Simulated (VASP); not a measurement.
# SiC5 (P1) in VASP: single point with PBE

Aim: the single point of SiC5 with PBE.

Everything below comes from runs of VASP 6.6.1. Logs are shortened: lines on timing, memory, paths and dates and some standing lists are left out, and cuts for length are marked.

## 1. The cell of the first run

The typed cell holds 12 atoms: a = 3.277 Å, b = 5.467 Å, c = 9.664 Å, α = 93.77°, β = 90.08°, γ = 107.19°.

## 2. Single point, PBE

The input, INCAR:

```
ALGO = Normal ; EDIFF = 1E-6
ENCUT = 1300 ; GGA = PE
GGA_COMPAT = False ; ISIF = 2
ISMEAR = 0 ; LASPH = True
LCHARG = False ; LREAL = False
LWAVE = False ; NBANDS = 36
NELM = 120 ; PREC = Accurate
SIGMA = 0.1
```

The input, KPOINTS:

```
k-points
0
Gamma
  6 4 2
```

The input, POSCAR:

```
SiC5
1.0
    3.2772508512     -0.0207220368      0.0075640830
   -1.5827126291      5.2325420667     -0.0021187688
   -0.0396190234     -0.6724389146      9.6409431424
Si C
2 10
Direct
    0.3994039503      0.3776138943      0.2694867771
    0.6230624299      0.8341178907      0.7199694355
    0.4603337799      0.5019551167      0.4499070083
    0.5160170582      0.6142827123      0.0167696090
    0.6767392628      0.9306092889      0.2069906692
    0.3013703154      0.1944002368      0.8343328627
    0.5444462715      0.6728613905      0.8836268555
    0.5113012923      0.6073306228      0.5672861533
    0.8017217289      0.1802826548      0.2368001861
    0.2069713725      0.0043862116      0.7376036274
    0.5498158054      0.6793570531      0.1634291339
    0.4088167329      0.4028029275      0.9137976818
```

Potentials or basis: VASP PAW PBE potentials, release 64 (Si, C_h).

On the command line:

```console
cat potpaw_PBE.64/Si/POTCAR potpaw_PBE.64/C_h/POTCAR > POTCAR
mpirun -np 1 vasp_std > vasp.out
```

OUTCAR:

```text
EDIFF = 1E-6
   ENCUT = 1300
   GGA = PE
   ISIF = 2
   ISMEAR = 0
   LASPH = True
   LREAL = False
   NELM = 120
   PREC = Accurate

 ion  position               nearest neighbor table
   1  0.399  0.378  0.269-   3 1.82  11 1.94   9 1.95   9 1.95
   2  0.623  0.834  0.720-   8 1.83   7 1.84  10 1.87  10 1.87
   3  0.460  0.502  0.450-   8 1.23   1 1.82
   4  0.516  0.614  0.017-   7 1.34  11 1.43  12 1.43
   5  0.677  0.931  0.207-   9 1.32  11 1.35
   6  0.301  0.194  0.834-  12 1.29  10 1.32
   7  0.544  0.673  0.884-   4 1.34  12 1.46   2 1.84
   8  0.511  0.607  0.567-   3 1.23   2 1.83
   9  0.802  0.180  0.237-   5 1.32   1 1.95   1 1.95
  10  0.207  0.004  0.738-   6 1.32   2 1.87   2 1.87
  11  0.550  0.679  0.163-   5 1.35   4 1.43   1 1.94
  12  0.409  0.403  0.914-   6 1.29   4 1.43   7 1.46

  LATTYP: Found a triclinic cell.
 ALAT       =     5.4803793173
 B/A-ratio  =     0.5980106307
 C/A-ratio  =     1.7634630851
 COS(alpha) =     0.0013570409
 COS(beta)  =     0.0664453821
 COS(gamma) =     0.3031831828

  Lattice vectors:

 A1 = (   1.6945382221,   5.2118200299,   0.0054453142)
 A2 = (   3.2772508512,  -0.0207220368,   0.0075640830)
 A3 = (   0.0396190234,   0.6724389146,  -9.6409431424)

Analysis of symmetry for initial positions (statically):
=====================================================================
 Subroutine PRICEL returns:
 Original cell was already a primitive cell.

 Routine SETGRP: Setting up the symmetry group for a
 triclinic supercell.

 Subroutine GETGRP returns: Found  1 space group operations
 (whereof  1 operations were pure point group operations)
 out of a pool of  2 trial point group operations.

The static configuration has the point symmetry C_1 .

Analysis of symmetry for dynamics (positions and initial velocities):
=====================================================================
 Subroutine PRICEL returns:
 Original cell was already a primitive cell.

 Routine SETGRP: Setting up the symmetry group for a
 triclinic supercell.

 Subroutine GETGRP returns: Found  1 space group operations
 (whereof  1 operations were pure point group operations)
 out of a pool of  2 trial point group operations.

The dynamic configuration has the point symmetry C_1 .

 Subroutine INISYM returns: Found  1 space group operations
 (whereof  1 operations are pure point group operations),
 and found     1 'primitive' translations

----------------------------------------------------------------------------------------

                                     Primitive cell

  volume of cell :     165.0150

  direct lattice vectors                    reciprocal lattice vectors
     3.277250851 -0.020722037  0.007564083     0.305700699  0.092469908  0.007705878
    -1.582712629  5.232542067 -0.002118769     0.001179854  0.191473984  0.013359824
    -0.039619023 -0.672438915  9.640943142    -0.000239587 -0.000030470  0.103721182

  length of vectors
     3.277325092  5.466669940  9.664446618     0.319472975  0.191943126  0.103721463

  position of ions in fractional coordinates (direct lattice)
     0.399403950  0.377613894  0.269486777
     0.623062430  0.834117891  0.719969435
     0.460333780  0.501955117  0.449907008
     0.516017058  0.614282712  0.016769609
     0.676739263  0.930609289  0.206990669
     0.301370315  0.194400237  0.834332863
     0.544446272  0.672861391  0.883626855
     0.511301292  0.607330623  0.567286153
     0.801721729  0.180282655  0.236800186
     0.206971372  0.004386212  0.737603627
     0.549815805  0.679357053  0.163429134
     0.408816733  0.402802927  0.913797682

  ion indices of the primitive-cell ions
   primitive index   ion index
                 1           1
                 2           2
                 3           3
                 4           4
                 5           5
                 6           6
                 7           7
                 8           8
                 9           9
                10          10
                11          11
                12          12

----------------------------------------------------------------------------------------

 KPOINTS: k-points

Automatic generation of k-mesh.
 Grid dimensions read from file:
 generate k-points for:    6    4    2

 Generating k-lattice:

  Cartesian coordinates                     Fractional coordinates (reciprocal lattice)
     0.050950117  0.015411651  0.001284313     0.166666667  0.000000000  0.000000000
     0.000294963  0.047868496  0.003339956    -0.000000000  0.250000000 -0.000000000
    -0.000119794 -0.000015235  0.051860591     0.000000000 -0.000000000  0.500000000

  Length of vectors
     0.053245496  0.047985781  0.051860732

  Shift w.r.t. Gamma in fractional coordinates (k-lattice)
     0.000000000  0.000000000  0.000000000

 Subroutine IBZKPT returns following result:
 ===========================================

 Found     28 irreducible k-points:

 Following reciprocal coordinates:
            Coordinates               Weight
  0.000000  0.000000  0.000000      1.000000
  0.166667  0.000000  0.000000      2.000000
  0.333333 -0.000000  0.000000      2.000000
  0.500000  0.000000  0.000000      1.000000
 -0.000000  0.250000  0.000000      2.000000
  0.166667  0.250000  0.000000      2.000000
[... 16 lines left out ...]
 -0.333333  0.250000  0.500000      2.000000
 -0.166667  0.250000  0.500000      2.000000
 [... further k-points ...]
   k-points           NKPTS =     28   k-points in BZ     NKDIM =     28   number of bands    NBANDS=     36
   number of dos      NEDOS =    301   number of ions     NIONS =     12
   total plane-waves  NPLWV = 307200
   dimension x,y,z NGX =    40 NGY =   64 NGZ =  120
   dimension x,y,z NGXF=    80 NGYF=  128 NGZF=  240
   ions per type =               2  10
   NGX,Y,Z   is equivalent  to a cutoff of  20.29, 19.46, 20.64 a.u.
   NGXF,Y,Z  is equivalent  to a cutoff of  40.58, 38.93, 41.28 a.u.
 SYSTEM =  unknown system
   PREC   = accura    normal or accurate (medium, high low for compatibility)
   ISTART =      0    job   : 0-new  1-cont  2-samecut
   ICHARG =      2    charge: 1-file 2-atom 10-const
   ISPIN  =      1    spin polarized calculation?
   LNONCOLLINEAR =      F non collinear calculations
   LSORBIT =      F    spin-orbit coupling
   LASPH  =      T    aspherical Exc in radial PAW
   ENCUT  = 1300.0 eV  95.55 Ry    9.77 a.u.   9.63 16.07 28.41*2*pi/ulx,y,z
   NELM   =    120;   NELMIN=  2; NELMDL= -5     # of ELM steps
   EDIFF  = 0.1E-05   stopping-criterion for ELM
   LREAL  =      F    real-space projection
   EDIFFG = 0.1E-04   stopping-criterion for IOM
   NSW    =      0    number of steps for IOM
   IBRION =     -1    ionic relax: 0-MD 1-quasi-New 2-CG
   NFREE  =      0    steps in history (QN), initial steepest desc. (CG)
   ISIF   =      2    stress and relaxation
   ISYM   =      2    0-nonsym 1-usesym 2-fastsym
   POTIM  = 0.5000    time-step for ionic-motion
   TEBEG  =    0.0;   TEEND  =   0.0 temperature during run
   PSTRESS=    0.0 pullay stress
   NELECT =      48.0000    total number of electrons
   NUPDOWN=      -1.0000    fix difference up-down
   EMIN   =  10.00;   EMAX   =-10.00  energy-range for DOS
   EFERMI =   0.00;   METHOD = LEGACY
   ISMEAR =     0;   SIGMA  =   0.10  broadening in eV -4-tet -1-fermi 0-gaus
   EFERMI_NEDOS =   21; number of points for ismear=-14 and -15
   IALGO  =     38    algorithm
   IMIX   =      4    mixing-type and parameters
     AMIX     =   0.40;   BMIX     =  1.00
     AMIX_MAG =   1.60;   BMIX_MAG =  1.00
  volume/ion in A,a.u.               =      13.75        92.80
  Fermi-wavevector in a.u.,A,eV,Ry     =   1.084711  2.049807 16.008588  1.176598
  Thomas-Fermi vector in A             =   2.220808
   LORBIT       =      0    0 simple, 1 ext, 2 COOP (PROOUT), +10 PAW based schemes
   GGA     = PE    functional components
   LHFCALC =     F    Hartree Fock is set to
   AEXX    =    0.0000 exact exchange contribution
   IVDW    =     0    specifies the selected vdW correction
   LEPSILON=     F    determine dielectric tensor
   LRPA    =     F    only Hartree local field effects (RPA)
 non-spin polarized calculation
 Gauss-broadening in eV      SIGMA  =   0.10
  energy-cutoff  :     1300.00
  volume of cell :      165.02
 maximum number of plane-waves:     17606
 NGX is ok and might be reduce to    40
   NGX = 19   NGY = 33   NGZ = 57

 number of electron      48.0000000 magnetization

 Free energy of the ion-electron system (eV)
  ---------------------------------------------------
  ext. energy  EPLUGINS =         0.00000000
  ---------------------------------------------------
  free energy    TOTEN  =       -93.52322159 eV

  energy without entropy =      -93.51556068  energy(sigma->0) =      -93.51939113

 E-fermi :   3.6468     XC(G=0):  -8.6927

 val. band max:        3.6031031738   @ k =   0.5000   0.5000   0.0000
 cond. band min:       3.6593517729   @ k =  -0.0000   0.2500   0.5000
 fundamental gap:      0.0562485991
 Fermi energy:         3.6467519175

 k-point     1 :       0.0000    0.0000    0.0000
  band No.  band energies     occupation
      1     -15.8222      2.00000
      2     -13.3447      2.00000
      3     -12.3369      2.00000
      4     -11.1473      2.00000
      5     -10.8184      2.00000
      6      -9.5441      2.00000
[... 28 lines left out ...]
     35       9.4649      0.00000
     36       9.6770      0.00000

 k-point     2 :       0.1667    0.0000    0.0000
  band No.  band energies     occupation
      1     -15.7549      2.00000
      2     -13.2095      2.00000
      3     -12.1931      2.00000
      4     -11.1017      2.00000
      5     -10.7372      2.00000
      6      -9.4305      2.00000
[... 28 lines left out ...]
     35       9.5027      0.00000
     36       9.7312      0.00000

 k-point     3 :       0.3333   -0.0000    0.0000
  band No.  band energies     occupation
      1     -15.6161      2.00000
      2     -12.9158      2.00000
      3     -11.8677      2.00000
      4     -10.9550      2.00000
      5     -10.6164      2.00000
      6      -9.0881      2.00000
[... 28 lines left out ...]
     35      10.0771      0.00000
     36      10.2374      0.00000

 k-point     4 :       0.5000    0.0000    0.0000
  band No.  band energies     occupation
      1     -15.5444      2.00000
      2     -12.7555      2.00000
      3     -11.6815      2.00000
      4     -10.8344      2.00000
      5     -10.5908      2.00000
      6      -8.7908      2.00000
[... 28 lines left out ...]
     35      10.1537      0.00000
     36      10.6492      0.00000

 k-point     5 :      -0.0000    0.2500    0.0000
  band No.  band energies     occupation
      1     -15.8005      2.00000
      2     -13.2230      2.00000
      3     -12.3774      2.00000
      4     -11.4417      2.00000
      5     -10.9358      2.00000
      6      -9.5127      2.00000
[... 655 lines left out ...]
 k-point    22 :       0.5000    0.2500    0.5000
  band No.  band energies     occupation
      1     -15.5441      2.00000
      2     -12.7564      2.00000
      3     -11.6806      2.00000
      4     -10.8519      2.00000
      5     -10.5634      2.00000
      6      -8.7921      2.00000
[... 28 lines left out ...]
     35       9.9460      0.00000
     36      11.0412      0.00000

 k-point    23 :      -0.3333    0.2500    0.5000
  band No.  band energies     occupation
      1     -15.6196      2.00000
      2     -12.9433      2.00000
      3     -11.8508      2.00000
      4     -10.9078      2.00000
      5     -10.5891      2.00000
      6      -9.0751      2.00000
[... 28 lines left out ...]
     35       9.9905      0.00000
     36      10.1675      0.00000

 k-point    24 :      -0.1667    0.2500    0.5000
  band No.  band energies     occupation
      1     -15.7478      2.00000
      2     -13.1751      2.00000
      3     -12.2033      2.00000
      4     -11.1286      2.00000
      5     -10.8651      2.00000
      6      -9.3709      2.00000
[... 28 lines left out ...]
     35       9.4287      0.00000
     36       9.6797      0.00000

 [... further k-points ...]

------------------------ aborting loop because EDIFF is reached ----------------------------------------

  FORCE on cell =-STRESS in cart. coord.  units (eV):
  Direction    XX          YY          ZZ          XY          YZ          ZX
  --------------------------------------------------------------------------------------
  -------------------------------------------------------------------------------------
  Total       -0.0666285     -0.2278587     -0.2401527     -0.0314476     -0.1137656      0.0073510
  in kB       -0.6469151     -2.2123435     -2.3317101     -0.3053337     -1.1045821      0.0713727
  external PRESSURE =      -1.7303229 kB  Pullay stress =       0.0000000 kB

 VOLUME and BASIS-vectors are now :
 -----------------------------------------------------------------------------
  energy-cutoff  :     1300.00
  volume of cell :      165.02
      direct lattice vectors                 reciprocal lattice vectors
     3.277250851 -0.020722037  0.007564083     0.305700699  0.092469908  0.007705878
    -1.582712629  5.232542067 -0.002118769     0.001179854  0.191473984  0.013359824
    -0.039619023 -0.672438915  9.640943142    -0.000239587 -0.000030470  0.103721182

 POSITION                                       TOTAL-FORCE (eV/Angst)
 -----------------------------------------------------------------------------------
      0.70062      1.78639      2.60033        -0.000636      0.008224      0.015028
      0.69324      3.86751      6.94413        -0.000331     -0.012269     -0.002484
      0.69635      2.31443      4.33995        -0.001766      0.002812      0.015886
      0.71822      3.19229      0.16428         0.001632     -0.013563     -0.004914
      0.73676      4.71624      1.99873        -0.000666     -0.015764     -0.007747
      0.64693      0.44992      8.04562         0.006332      0.013160     -0.000617
      0.68433      2.91531      8.52169        -0.001217      0.002592     -0.001832
      0.69196      2.78582      5.47175         0.001943     -0.003221     -0.013812
      2.33273      0.76749      2.28866        -0.000843     -0.003946     -0.000234
      0.64213     -0.47733      7.11275        -0.000333      0.015317      0.018357
      0.72018      3.43347      1.57833         0.001381      0.020426     -0.009566
      0.66607      1.48474      8.81211        -0.005497     -0.013768     -0.008063
 -----------------------------------------------------------------------------------
    total drift:                               -0.000004      0.000026     -0.000122

  FREE ENERGIE OF THE ION-ELECTRON SYSTEM (eV)
  ---------------------------------------------------
  free  energy   TOTEN  =       -93.5232215886 eV

  energy  without entropy=      -93.5155606812  energy(sigma->0) =      -93.51939113
```

Run time: 18 min. Hardware: 1 thread of Intel Xeon 6975P-C (Granite Rapids), shared host; peak memory 0.93 GiB.

Results:

```yaml
Free_energy: -93.5232 eV
Pressure: -0.2 GPa
Largest_force: 0.024 eV/Å
Band_gap_on_the_k_mesh: zero (bands 24 and 25 overlap by 0.37 eV)
```

Forces in eV/Å, atoms in the order of the input:
```
Si  -0.001  0.008  0.015
Si   0.000 -0.012 -0.002
C   -0.002  0.003  0.016
C    0.002 -0.014 -0.005
C   -0.001 -0.016 -0.008
C    0.006  0.013 -0.001
C   -0.001  0.003 -0.002
C    0.002 -0.003 -0.014
C   -0.001 -0.004  0.000
C    0.000  0.015  0.018
C    0.001  0.020 -0.010
C   -0.005 -0.014 -0.008
```

Caveat: semilocal functionals underestimate gaps, and a narrow one can read as zero.

The gap in the log of VASP goes by the Fermi energy; the results here count the filled bands.